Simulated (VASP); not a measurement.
Here is a VASP 6.6.1 calculation.

File INCAR:

```
SYSTEM = AlN
PREC = Accurate
ENCUT = 520
EDIFF = 1E-6
ISMEAR = 0
SIGMA = 0.01
LREAL = .FALSE.
LASPH = .TRUE.
NELM = 100
ALGO = Normal
ISIF = 2
LWAVE = .FALSE.
LCHARG = .FALSE.
GGA = PE
NBANDS = 16
```

Contents of KPOINTS:

```
Automatic mesh
0
G
  12 12 4
  0 0 0
```

Contents of POSCAR:

```
AlN
1.0
    3.1130000000      0.0000000000      0.0000000000
   -1.5565000000      2.6959400000      0.0000000000
    0.0000000000      0.0000000000      4.9810000000
Al N
2 2
Direct
    0.3333333333      0.6666666667      0.0000000000
    0.6666666667      0.3333333333      0.5000000000
    0.3333333333      0.6666666667      0.3599237101
    0.6666666667      0.3333333333      0.8800000000
```

Potentials or basis: VASP PAW PBE potentials, release 64 (Al, N).

Launch:

```sh
$ cat potpaw_PBE.64/Al/POTCAR potpaw_PBE.64/N/POTCAR > POTCAR
$ mpirun -np 1 vasp_std > vasp.out
```

Problem. Estimate the band gap on the k mesh.

Solution. 4.27 eV, direct.

Problem. What does it give for the pressure?

Solution. 4.5 GPa.

Problem. Estimate the largest force.

Solution. 2.573 eV/Å.

Forces on the atoms (eV/Å):
```
Al   0.000  0.000 -1.217
Al   0.000  0.000 -0.784
N    0.000  0.000  2.573
N    0.000  0.000 -0.572
```

Caveat: forces of over 1 eV/Å act on the atoms, so gaps and moduli don't describe the material at rest. A k mesh can miss the band edges.
